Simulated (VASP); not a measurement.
# KBr (Fm-3m) in VASP: a series of runs

Runs on KBr. Level: LDA. Tasks: single point, relaxation of cell and atoms.

Program: VASP 6.6.1. These are calculated values, not measurements. Logs are shortened: lines on timing, memory, paths and dates and some standing lists are left out, and cuts for length are marked.

**1. The cell of the first run**

The structure is cubic, space group Fm-3m (No. 225). The conventional cell has a = 6.371 Å, b = 6.371 Å, c = 6.371 Å, α = 90.00°, β = 90.00°, γ = 90.00°. Within 4.2 Å of K (site symmetry m-3m) lie 6 Br at 3.19 Å. Within 4.2 Å of Br (site symmetry m-3m) lie 6 K at 3.19 Å.

**2. Single point, LDA**

INCAR reads:

```
SYSTEM = KBr
PREC = Accurate
ENCUT = 500
EDIFF = 1E-6
ISMEAR = 0
SIGMA = 0.02
LREAL = .False.
LASPH = .True.
NELM = 120
ALGO = Normal
ISIF = 2
LWAVE = .False.
LCHARG = .False.
GGA = CA
NBANDS = 15
GGA_COMPAT = .False.
```

KPOINTS reads:

```
regular mesh
0
Gamma
  6 6 6
  0 0 0
```

POSCAR reads:

```
KBr
1.0
    0.0000000000      3.1856269473      3.1856269473
    3.1856269473      0.0000000000      3.1856269473
    3.1856269473      3.1856269473      0.0000000000
K Br
1 1
Direct
    0.0000000000      0.0000000000      0.0000000000
    0.5000000000      0.5000000000      0.5000000000
```

Potentials or basis: VASP PAW LDA potentials, release 64 (K_sv, Br).

Run with:

```
> cat potpaw_LDA.64/K_sv/POTCAR potpaw_LDA.64/Br/POTCAR > POTCAR
> mpirun -np 1 vasp_std > vasp.out
```

OUTCAR:

```text
SYSTEM = KBr
   PREC = Accurate
   ENCUT = 500
   EDIFF = 1E-6
   ISMEAR = 0
   LREAL = .False.
   LASPH = .True.
   NELM = 120
   ISIF = 2
   GGA = CA

 ion  position               nearest neighbor table
   1  0.000  0.000  0.000-   2 3.19   2 3.19   2 3.19   2 3.19   2 3.19   2 3.19
   2  0.500  0.500  0.500-   1 3.19   1 3.19   1 3.19   1 3.19   1 3.19   1 3.19

  LATTYP: Found a face centered cubic cell.
 ALAT       =     6.3712538946

  Lattice vectors:

 A1 = (   0.0000000000,   3.1856269473,   3.1856269473)
 A2 = (   3.1856269473,   0.0000000000,   3.1856269473)
 A3 = (   3.1856269473,   3.1856269473,   0.0000000000)

Analysis of symmetry for initial positions (statically):
=====================================================================
 Subroutine PRICEL returns:
 Original cell was already a primitive cell.

 Routine SETGRP: Setting up the symmetry group for a
 face centered cubic supercell.

 Subroutine GETGRP returns: Found 48 space group operations
 (whereof 48 operations were pure point group operations)
 out of a pool of 48 trial point group operations.

The static configuration has the point symmetry O_h .

Analysis of symmetry for dynamics (positions and initial velocities):
=====================================================================
 Subroutine PRICEL returns:
 Original cell was already a primitive cell.

 Routine SETGRP: Setting up the symmetry group for a
 face centered cubic supercell.

 Subroutine GETGRP returns: Found 48 space group operations
 (whereof 48 operations were pure point group operations)
 out of a pool of 48 trial point group operations.

The dynamic configuration has the point symmetry O_h .

 Subroutine INISYM returns: Found 48 space group operations
 (whereof 48 operations are pure point group operations),
 and found     1 'primitive' translations

----------------------------------------------------------------------------------------

                                     Primitive cell

  volume of cell :      64.6569

  direct lattice vectors                    reciprocal lattice vectors
     0.000000000  3.185626947  3.185626947    -0.156954976  0.156954976  0.156954976
     3.185626947  0.000000000  3.185626947     0.156954976 -0.156954976  0.156954976
     3.185626947  3.185626947  0.000000000     0.156954976  0.156954976 -0.156954976

  length of vectors
     4.505156834  4.505156834  4.505156834     0.271853992  0.271853992  0.271853992

  position of ions in fractional coordinates (direct lattice)
     0.000000000  0.000000000  0.000000000
     0.500000000  0.500000000  0.500000000

  ion indices of the primitive-cell ions
   primitive index   ion index
                 1           1
                 2           2

----------------------------------------------------------------------------------------

 KPOINTS: regular mesh

Automatic generation of k-mesh.
 Grid dimensions read from file:
 generate k-points for:    6    6    6

 Generating k-lattice:

  Cartesian coordinates                     Fractional coordinates (reciprocal lattice)
    -0.026159163  0.026159163  0.026159163     0.166666667  0.000000000  0.000000000
     0.026159163 -0.026159163  0.026159163     0.000000000  0.166666667  0.000000000
     0.026159163  0.026159163 -0.026159163     0.000000000  0.000000000  0.166666667

  Length of vectors
     0.045308999  0.045308999  0.045308999

  Shift w.r.t. Gamma in fractional coordinates (k-lattice)
     0.000000000  0.000000000  0.000000000

 Subroutine IBZKPT returns following result:
 ===========================================

 Found     16 irreducible k-points:

 Following reciprocal coordinates:
            Coordinates               Weight
  0.000000  0.000000  0.000000      1.000000
  0.166667  0.000000  0.000000      8.000000
  0.333333  0.000000  0.000000      8.000000
  0.500000  0.000000  0.000000      4.000000
  0.166667  0.166667  0.000000      6.000000
  0.333333  0.166667  0.000000     24.000000
[... 8 lines left out ...]
 -0.333333  0.333333  0.166667     24.000000
 -0.333333  0.500000  0.166667     12.000000
   k-points           NKPTS =     16   k-points in BZ     NKDIM =     16   number of bands    NBANDS=     15
   number of dos      NEDOS =    301   number of ions     NIONS =      2
   total plane-waves  NPLWV =  46656
   dimension x,y,z NGX =    36 NGY =   36 NGZ =   36
   dimension x,y,z NGXF=    72 NGYF=   72 NGZF=   72
   ions per type =               1   1
   NGX,Y,Z   is equivalent  to a cutoff of  13.28, 13.28, 13.28 a.u.
   NGXF,Y,Z  is equivalent  to a cutoff of  26.57, 26.57, 26.57 a.u.
 SYSTEM =  KBr
   PREC   = accura    normal or accurate (medium, high low for compatibility)
   ISTART =      0    job   : 0-new  1-cont  2-samecut
   ICHARG =      2    charge: 1-file 2-atom 10-const
   ISPIN  =      1    spin polarized calculation?
   LNONCOLLINEAR =      F non collinear calculations
   LSORBIT =      F    spin-orbit coupling
   LASPH  =      T    aspherical Exc in radial PAW
   ENCUT  =  500.0 eV  36.75 Ry    6.06 a.u.   8.21  8.21  8.21*2*pi/ulx,y,z
   NELM   =    120;   NELMIN=  2; NELMDL= -5     # of ELM steps
   EDIFF  = 0.1E-05   stopping-criterion for ELM
   LREAL  =      F    real-space projection
   EDIFFG = 0.1E-04   stopping-criterion for IOM
   NSW    =      0    number of steps for IOM
   IBRION =     -1    ionic relax: 0-MD 1-quasi-New 2-CG
   NFREE  =      0    steps in history (QN), initial steepest desc. (CG)
   ISIF   =      2    stress and relaxation
   ISYM   =      2    0-nonsym 1-usesym 2-fastsym
   POTIM  = 0.5000    time-step for ionic-motion
   TEBEG  =    0.0;   TEEND  =   0.0 temperature during run
   PSTRESS=    0.0 pullay stress
   NELECT =      16.0000    total number of electrons
   NUPDOWN=      -1.0000    fix difference up-down
   EMIN   =  10.00;   EMAX   =-10.00  energy-range for DOS
   EFERMI =   0.00;   METHOD = LEGACY
   ISMEAR =     0;   SIGMA  =   0.02  broadening in eV -4-tet -1-fermi 0-gaus
   EFERMI_NEDOS =   21; number of points for ismear=-14 and -15
   IALGO  =     38    algorithm
   IMIX   =      4    mixing-type and parameters
     AMIX     =   0.40;   BMIX     =  1.00
     AMIX_MAG =   1.60;   BMIX_MAG =  1.00
  volume/ion in A,a.u.               =      32.33       218.16
  Fermi-wavevector in a.u.,A,eV,Ry     =   1.027803  1.942266 14.372911  1.056379
  Thomas-Fermi vector in A             =   2.161767
   LORBIT       =      0    0 simple, 1 ext, 2 COOP (PROOUT), +10 PAW based schemes
   GGA     = CA    functional components
   LHFCALC =     F    Hartree Fock is set to
   AEXX    =    0.0000 exact exchange contribution
   IVDW    =     0    specifies the selected vdW correction
   LEPSILON=     F    determine dielectric tensor
   LRPA    =     F    only Hartree local field effects (RPA)
 non-spin polarized calculation
 Gauss-broadening in eV      SIGMA  =   0.02
  energy-cutoff  :      500.00
  volume of cell :       64.66
 maximum number of plane-waves:      1676
 NGX is ok and might be reduce to    36
   NGX = 17   NGY = 17   NGZ = 17

 number of electron      16.0000000 magnetization

 Free energy of the ion-electron system (eV)
  ---------------------------------------------------
  ext. energy  EPLUGINS =         0.00000000
  ---------------------------------------------------
  free energy    TOTEN  =        -6.83448715 eV

  energy without entropy =       -6.83448715  energy(sigma->0) =       -6.83448715

 E-fermi :  -1.2849     XC(G=0):  -8.3173

 val. band max:       -1.4443448563   @ k =   0.0000   0.0000   0.0000
 cond. band min:       2.8853546692   @ k =   0.0000   0.0000   0.0000
 fundamental gap:      4.3296995255
 Fermi energy:        -1.2849224639

 k-point     1 :       0.0000    0.0000    0.0000
  band No.  band energies     occupation
      1     -28.6547      2.00000
      2     -13.9127      2.00000
      3     -12.3797      2.00000
      4     -12.3797      2.00000
      5     -12.3797      2.00000
      6      -1.4443      2.00000
      7      -1.4443      2.00000
      8      -1.4443      2.00000
      9       2.8854      0.00000
     10       5.8947      0.00000
     11       5.8947      0.00000
     12       5.8947      0.00000
     13       6.8429      0.00000
     14       6.8429      0.00000
     15       9.9997      0.00000

 k-point     2 :       0.1667    0.0000    0.0000
  band No.  band energies     occupation
      1     -28.6519      2.00000
      2     -13.9690      2.00000
      3     -12.3817      2.00000
      4     -12.3817      2.00000
      5     -12.2994      2.00000
      6      -1.9182      2.00000
      7      -1.5671      2.00000
      8      -1.5671      2.00000
      9       3.6348      0.00000
     10       5.7648      0.00000
     11       6.2588      0.00000
     12       6.2588      0.00000
     13       7.2742      0.00000
     14       7.2742      0.00000
     15      11.0543      0.00000

 k-point     3 :       0.3333    0.0000    0.0000
  band No.  band energies     occupation
      1     -28.6463      2.00000
      2     -14.0685      2.00000
      3     -12.3856      2.00000
      4     -12.3856      2.00000
      5     -12.1503      2.00000
      6      -2.6332      2.00000
      7      -1.7930      2.00000
      8      -1.7930      2.00000
      9       4.7054      0.00000
     10       6.2372      0.00000
     11       7.2353      0.00000
     12       7.2353      0.00000
     13       8.3421      0.00000
     14       8.3421      0.00000
     15      10.3901      0.00000
[... 199 lines left out ...]
 k-point    15 :      -0.3333    0.3333    0.1667
  band No.  band energies     occupation
      1     -28.6410      2.00000
      2     -13.9551      2.00000
      3     -12.4622      2.00000
      4     -12.4412      2.00000
      5     -12.2328      2.00000
      6      -2.4749      2.00000
      7      -2.0941      2.00000
      8      -1.9525      2.00000
      9       5.6079      0.00000
     10       5.9845      0.00000
     11       7.2649      0.00000
     12       7.8342      0.00000
     13       8.9815      0.00000
     14       9.4052      0.00000
     15       9.9521      0.00000

 k-point    16 :      -0.3333    0.5000    0.1667
  band No.  band energies     occupation
      1     -28.6402      2.00000
      2     -13.8666      2.00000
      3     -12.5101      2.00000
      4     -12.4632      2.00000
      5     -12.3074      2.00000
      6      -2.2919      2.00000
      7      -2.0519      2.00000
      8      -1.9854      2.00000
      9       4.8216      0.00000
     10       6.5958      0.00000
     11       6.8123      0.00000
     12       7.9555      0.00000
     13       8.6732      0.00000
     14       9.5047      0.00000
     15      10.1511      0.00000

------------------------ aborting loop because EDIFF is reached ----------------------------------------

  FORCE on cell =-STRESS in cart. coord.  units (eV):
  Direction    XX          YY          ZZ          XY          YZ          ZX
  --------------------------------------------------------------------------------------
  -------------------------------------------------------------------------------------
  Total        0.0384463      0.0384463      0.0384463      0.0000000      0.0000000     -0.0000000
  in kB        0.9526874      0.9526874      0.9526874      0.0000000      0.0000000     -0.0000000
  external PRESSURE =       0.9526874 kB  Pullay stress =       0.0000000 kB

 VOLUME and BASIS-vectors are now :
 -----------------------------------------------------------------------------
  energy-cutoff  :      500.00
  volume of cell :       64.66
      direct lattice vectors                 reciprocal lattice vectors
     0.000000000  3.185626947  3.185626947    -0.156954976  0.156954976  0.156954976
     3.185626947  0.000000000  3.185626947     0.156954976 -0.156954976  0.156954976
     3.185626947  3.185626947  0.000000000     0.156954976  0.156954976 -0.156954976

 POSITION                                       TOTAL-FORCE (eV/Angst)
 -----------------------------------------------------------------------------------
      0.00000      0.00000      0.00000         0.000000      0.000000      0.000000
      3.18563      3.18563      3.18563        -0.000000     -0.000000     -0.000000
 -----------------------------------------------------------------------------------
    total drift:                                0.000000      0.000000      0.000000

  FREE ENERGIE OF THE ION-ELECTRON SYSTEM (eV)
  ---------------------------------------------------
  free  energy   TOTEN  =        -6.8344871537 eV

  energy  without entropy=       -6.8344871537  energy(sigma->0) =       -6.83448715
```

Run time: 23 s. Hardware: 1 thread of Intel Xeon 8259CL, shared host; peak memory 0.17 GiB.

What came out:

```yaml
Free_energy: -6.8345 eV
Pressure: 0.1 GPa
Band_gap_on_the_k_mesh: 4.33 eV
```

Levels at points of the mesh, in eV from the valence-band top:
```
           k point  band 4  band 5  band 6  band 7  band 8  band 9  band 10  band 11  band 12  band 13
(0.00, 0.00, 0.00)  -10.94  -10.94    0.00    0.00    0.00    4.33     7.34     7.34     7.34     8.29
(0.50, 0.00, 0.00)  -10.94  -10.64   -1.48   -0.45   -0.45    6.47     8.31     9.79     9.79    10.17
(0.50, 0.50, 0.00)  -11.00  -11.00   -0.97   -0.34   -0.34    5.41     7.26     9.36     9.74     9.85
```

**3. Single point, LDA**

This run uses another cell than the first one, of 35.76 Å³/atom.

INCAR reads:

```
  ALGO = Normal
  EDIFF = 1E-6
  ENCUT = 500
  GGA = CA
  GGA_COMPAT = F
  ISIF = 2
  ISMEAR = 0
  LASPH = T
  LCHARG = F
  LREAL = F
  LWAVE = F
  NBANDS = 15
  NELM = 120
  PREC = Accurate
  SIGMA = 0.1
```

KPOINTS reads:

```
k-points
0
Gamma
  6 6 6
```

POSCAR reads:

```
KBr
1.0
    0.0000000000      3.2945409700      3.2945409700
    3.2945409700      0.0000000000      3.2945409700
    3.2945409700      3.2945409700      0.0000000000
K Br
1 1
Direct
    0.0000000000      0.0000000000      0.0000000000
    0.5000000000      0.5000000000      0.5000000000
```

Potentials or basis: VASP PAW LDA potentials, release 64 (K_sv, Br).

Run with:

```
> cat potpaw_LDA.64/K_sv/POTCAR potpaw_LDA.64/Br/POTCAR > POTCAR
> mpirun -np 1 vasp_std > vasp.out
```

It took 30 s on 1 thread of Intel Xeon 8259CL, shared host; peak memory 0.17 GiB.

The run converged. Its results:

| Quantity | Value |
| --- | --- |
| Free energy | -6.8007 eV |
| Pressure | -1.5 GPa |
| Band gap on the k mesh | 4.05 eV |

Levels at points of the mesh, in eV from the valence-band top:
| k point | band 5 | band 6 | band 7 | band 8 | band 9 | band 10 | band 11 | band 12 |
| --- | --- | --- | --- | --- | --- | --- | --- | --- |
| (0.00, 0.00, 0.00) | -11.11 | 0.00 | 0.00 | 0.00 | 4.05 | 7.35 | 7.35 | 7.35 |
| (0.50, 0.00, 0.00) | -10.88 | -1.26 | -0.36 | -0.36 | 6.26 | 7.95 | 9.54 | 9.54 |
| (0.50, 0.50, 0.00) | -11.15 | -0.86 | -0.30 | -0.30 | 5.55 | 6.88 | 9.17 | 9.20 |

**4. Relaxation of cell and atoms, LDA**

This run uses another cell than the first one, of 35.76 Å³/atom.

INCAR reads:

```
PREC = Accurate
ENCUT = 500
EDIFF = 1E-7
ISMEAR = 0
SIGMA = 0.02
LREAL = False
LASPH = True
NELM = 120
ALGO = Normal
ISIF = 3
LWAVE = False
LCHARG = False
GGA = CA
IBRION = 2
NSW = 100
EDIFFG = -0.005
GGA_COMPAT = False
NELMIN = 4
```

KPOINTS reads:

```
regular mesh
0
Gamma
  6 6 6
```

POSCAR is that of step 3.

Potentials or basis: VASP PAW LDA potentials, release 64 (K_sv, Br).

Run with:

```
> cat potpaw_LDA.64/K_sv/POTCAR potpaw_LDA.64/Br/POTCAR > POTCAR
> mpirun -np 1 vasp_std > vasp.out
```

OUTCAR:

```text
PREC = Accurate
   ENCUT = 500
   EDIFF = 1E-7
   ISMEAR = 0
   LREAL = False
   LASPH = True
   NELM = 120
   ISIF = 3
   GGA = CA
   IBRION = 2
   NSW = 100
   EDIFFG = -0.005
   NELMIN = 4

 ion  position               nearest neighbor table
   1  0.000  0.000  0.000-   2 3.29   2 3.29   2 3.29   2 3.29   2 3.29   2 3.29
   2  0.500  0.500  0.500-   1 3.29   1 3.29   1 3.29   1 3.29   1 3.29   1 3.29

  LATTYP: Found a face centered cubic cell.
 ALAT       =     6.5890819400

  Lattice vectors:

 A1 = (   0.0000000000,   3.2945409700,   3.2945409700)
 A2 = (   3.2945409700,   0.0000000000,   3.2945409700)
 A3 = (   3.2945409700,   3.2945409700,   0.0000000000)

Analysis of symmetry for initial positions (statically):
[... 174 lines left out ...]
  Total       -0.6860727     -0.6860727     -0.6860727     -0.0000000      0.0000000      0.0000000
  in kB      -15.3697222    -15.3697222    -15.3697222     -0.0000000      0.0000000      0.0000000
  external PRESSURE =     -15.3697222 kB  Pullay stress =       0.0000000 kB
[... 95 lines left out ...]
--------------------------------------- Ionic step        4  -------------------------------------------

 number of electron      16.0000000 magnetization

 Free energy of the ion-electron system (eV)
  ---------------------------------------------------
  ext. energy  EPLUGINS =         0.00000000
  ---------------------------------------------------
  free energy    TOTEN  =        -6.83529432 eV

  energy without entropy =       -6.83529432  energy(sigma->0) =       -6.83529432

 E-fermi :  -1.3335     XC(G=0):  -8.2983

 val. band max:       -1.4662785441   @ k =   0.0000   0.0000   0.0000
 cond. band min:       2.8501618994   @ k =   0.0000   0.0000   0.0000
 fundamental gap:      4.3164404434
 Fermi energy:        -1.3334921241

 k-point     1 :       0.0000    0.0000    0.0000
  band No.  band energies     occupation
      1     -28.6841      2.00000
      2     -13.9277      2.00000
      3     -12.4090      2.00000
      4     -12.4090      2.00000
      5     -12.4090      2.00000
      6      -1.4663      2.00000
      7      -1.4663      2.00000
      8      -1.4663      2.00000
      9       2.8502      0.00000
     10       5.8740      0.00000
     11       5.8740      0.00000
     12       5.8740      0.00000
[... 252 lines left out ...]
  FREE ENERGIE OF THE ION-ELECTRON SYSTEM (eV)
  ---------------------------------------------------
  free  energy   TOTEN  =        -6.8352943188 eV

  energy  without entropy=       -6.8352943188  energy(sigma->0) =       -6.83529432

 reached required accuracy - stopping structural energy minimisation
```

Wall time 74 s (1 thread of Intel Xeon 8259CL, shared host); peak memory 0.18 GiB.

What came out:

| Item | Value |
| --- | --- |
| Free energy | -6.8353 eV |
| Relaxed volume | 32.48 Å³/atom |
| Relaxed cell | a = 4.512 Å, b = 4.512 Å, c = 4.512 Å, α = 60.00°, β = 60.00°, γ = 60.00° |
| Space group after relaxing (to 0.1 Å) | Fm-3m (No. 225) |
| Energy gained by relaxing | 17.3 meV/atom |
| Ionic steps | 4 |
| Pressure after relaxing | 0.0 GPa |
| Band gap on the k mesh | 4.32 eV |

Step by step:
```
step  energy change (eV)  largest force (eV/Å)  pressure (GPa)  volume (Å³)
   1              0.0000                0.0000           -1.54        71.52
   2             -0.0263                0.0000           -0.83        68.03
   3             -0.0345                0.0000           -0.08        65.25
   4             -0.0346                0.0000            0.01        64.95
```

Final structure:
```cif
data_structure
_symmetry_space_group_name_H-M 'P 1'
_symmetry_Int_Tables_number 1
_cell_length_a 4.5120
_cell_length_b 4.5120
_cell_length_c 4.5120
_cell_angle_alpha 60.000
_cell_angle_beta 60.000
_cell_angle_gamma 60.000
_cell_volume 64.95
loop_
_atom_site_label
_atom_site_type_symbol
_atom_site_fract_x
_atom_site_fract_y
_atom_site_fract_z
_atom_site_occupancy
K1 K 0.00000 0.00000 0.00000 1
Br1 Br 0.50000 0.50000 0.50000 1
```

**5. The runs side by side**

| task | cell | smearing | gap on the mesh (eV) | pressure (GPa) |
| --- | --- | --- | --- | --- |
| single point | a = 4.505 Å, angles 60.0°, 2 atoms | gaussian 0.02 eV | 4.33 | 0.1 |
| single point | a = 4.659 Å, angles 60.0°, 2 atoms | gaussian 0.1 eV | 4.05 | -1.5 |
| relaxation of cell and atoms | relaxed from a = 4.659 Å, angles 60.0°, 2 atoms | gaussian 0.02 eV | 4.32 | 0.0 |

Alike in all rows: level LDA; potentials or basis VASP PAW LDA potentials, release 64 (K_sv, Br); no spin polarisation; k mesh 6 × 6 × 6; cutoff (eV) 500.

Absolute energies hang on the potentials; compare differences alone.
